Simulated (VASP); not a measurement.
Crystal: BaTiO3.

```
CELL_PARAMETERS angstrom
3.99980 0.00000 0.00000
0.00000 3.99980 0.00000
0.00000 0.00000 4.01800
ATOMIC_POSITIONS crystal
Ba 0.00000 0.00000 0.00000
Ti 0.50000 0.50000 0.49000
O 0.50000 0.50000 0.01900
O 0.50000 0.00000 0.51700
O 0.00000 0.50000 0.51700
```

- Program: VASP 6.6.1
- Task: relaxation of cell and atoms
- Functional: PBE
- Dispersion: D4
- Potentials or basis: VASP PAW PBE potentials, release 64 (Ba_sv, Ti_sv, O)
- Cutoff: 600 eV
- k mesh: 4 × 4 × 4
- Occupations: gaussian, width 0.01 eV
- Spin: no spin polarisation

At the start: pressure 1.2 GPa; volume 12.86 Å³/atom.

Question: How do energy, volume and symmetry change on relaxing?

Answer: Over 29 steps the energy falls by 5.7 meV/atom and the volume is 13.17 Å³/atom (+2.4 %); space group P4mm (No. 99, to 0.05 Å).

The path:
| step | energy change (eV) | largest force (eV/Å) | pressure (GPa) | volume (Å³) |
| --- | --- | --- | --- | --- |
| 1 | 0.0000 | 0.3290 | 1.20 | 64.28 |
| 2 | -0.0099 | 0.2714 | -0.72 | 65.18 |
| 3 | -0.0106 | 0.2575 | -1.38 | 65.53 |
| 4 | -0.0172 | 0.1604 | -0.78 | 65.48 |
| 5 | -0.0199 | 0.1098 | -0.06 | 65.43 |
| 6 | -0.0230 | 0.1029 | 0.15 | 65.38 |
| 7 | -0.0252 | 0.1043 | 0.45 | 65.32 |
| 8 | -0.0254 | 0.1051 | 0.59 | 65.29 |
| 9 | -0.0270 | 0.1015 | -0.06 | 65.64 |
| 10 | -0.0272 | 0.1342 | -0.45 | 65.84 |
| 11 | -0.0282 | 0.0568 | -0.22 | 65.88 |
| 12 | -0.0283 | 0.0692 | -0.16 | 65.88 |
| 13 | -0.0286 | 0.0368 | 0.06 | 65.80 |
| 14 | -0.0286 | 0.0201 | 0.14 | 65.75 |
| 15 | -0.0287 | 0.0218 | 0.07 | 65.82 |
| 16 | -0.0287 | 0.0257 | -0.02 | 65.83 |
| 17 | -0.0287 | 0.0221 | 0.00 | 65.82 |
| 18 | -0.0287 | 0.0217 | -0.02 | 65.82 |
| 19 | -0.0287 | 0.0064 | 0.06 | 65.81 |
| 20 | -0.0287 | 0.0066 | 0.05 | 65.81 |
| 21 | -0.0287 | 0.0065 | 0.05 | 65.82 |
| 22 | -0.0287 | 0.0059 | 0.01 | 65.84 |
| 23 | -0.0287 | 0.0055 | -0.03 | 65.86 |
| 24 | -0.0287 | 0.0056 | -0.03 | 65.85 |
| 25 | -0.0287 | 0.0058 | -0.02 | 65.85 |
| 26 | -0.0287 | 0.0060 | -0.04 | 65.84 |
| 27 | -0.0287 | 0.0060 | -0.02 | 65.84 |
| 28 | -0.0287 | 0.0066 | -0.02 | 65.84 |
| 29 | -0.0287 | 0.0039 | 0.00 | 65.84 |

Final structure:
```yaml
crystal:
  lattice:
    - [3.98108, 0.00000, 0.00000]
    - [0.00000, 3.98108, 0.00000]
    - [0.00000, 0.00000, 4.15437]
  atoms:
    - { symbol: Ba, position: [0.00000, 0.00000, 0.99359] }
    - { symbol: Ti, position: [0.50000, 0.50000, 0.47504] }
    - { symbol: O, position: [0.50000, 0.50000, 0.03629] }
    - { symbol: O, position: [0.50000, 0.00000, 0.51904] }
    - { symbol: O, position: [0.00000, 0.50000, 0.51904] }
```
